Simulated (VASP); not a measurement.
Here is a VASP 6.6.1 calculation.

File POSCAR:

```
CdTe
1.0
    0.0000000000      3.2050000000      3.2050000000
    3.2050000000      0.0000000000      3.2050000000
    3.2050000000      3.2050000000      0.0000000000
Cd Te
1 1
Direct
    0.0000000000      0.0000000000      0.0000000000
    0.7500000000      0.7500000000      0.7500000000
```

File INCAR.step1:

```
SYSTEM = CdTe
PREC = Accurate ; ENCUT = 550
ISMEAR = -1 ; SIGMA = 0.02
LREAL = .FALSE. ; LASPH = .TRUE.
NELM = 120 ; NBANDS = 16
GGA = PE ; ALGO = Normal
EDIFF = 1E-5 ; LWAVE = .TRUE.
LCHARG = .FALSE. ; GGA_COMPAT = .FALSE.
```

The input INCAR.step2:

```
SYSTEM = CdTe
PREC = Accurate ; ENCUT = 550
EDIFF = 1E-6 ; ISMEAR = -1
SIGMA = 0.02 ; LREAL = .FALSE.
LASPH = .TRUE. ; NELM = 120
ALGO = Normal ; ISIF = 2
LWAVE = .FALSE. ; LCHARG = .TRUE.
METAGGA = R2SCAN ; LMIXTAU = .TRUE.
LELF = .TRUE. ; LVHAR = .TRUE.
NBANDS = 16 ; ISTART = 1
GGA_COMPAT = .FALSE.
```

File KPOINTS:

```
Automatic mesh
0
G
  6 6 6
  0 0 0
```

Potentials or basis: VASP PAW PBE potentials, release 64 (Cd, Te).

Launch:

```console
$ cat potpaw_PBE.64/Cd/POTCAR potpaw_PBE.64/Te/POTCAR > POTCAR
$ cp INCAR.step1 INCAR
$ mpirun -np 1 vasp_std > vasp.out
$ cp INCAR.step2 INCAR
$ mpirun -np 1 vasp_std > vasp.out
```

(1) Predict the pressure.

(2) Estimate the band gap on the k mesh.

Answers

(1) 3.4 GPa.

(2) 1.38 eV.

Caveat: the cell stands under pressure; the PAW data sets were made with another functional, which shifts forces and pressure a little; spin-orbit coupling is left out, which moves the levels of the heavy elements.
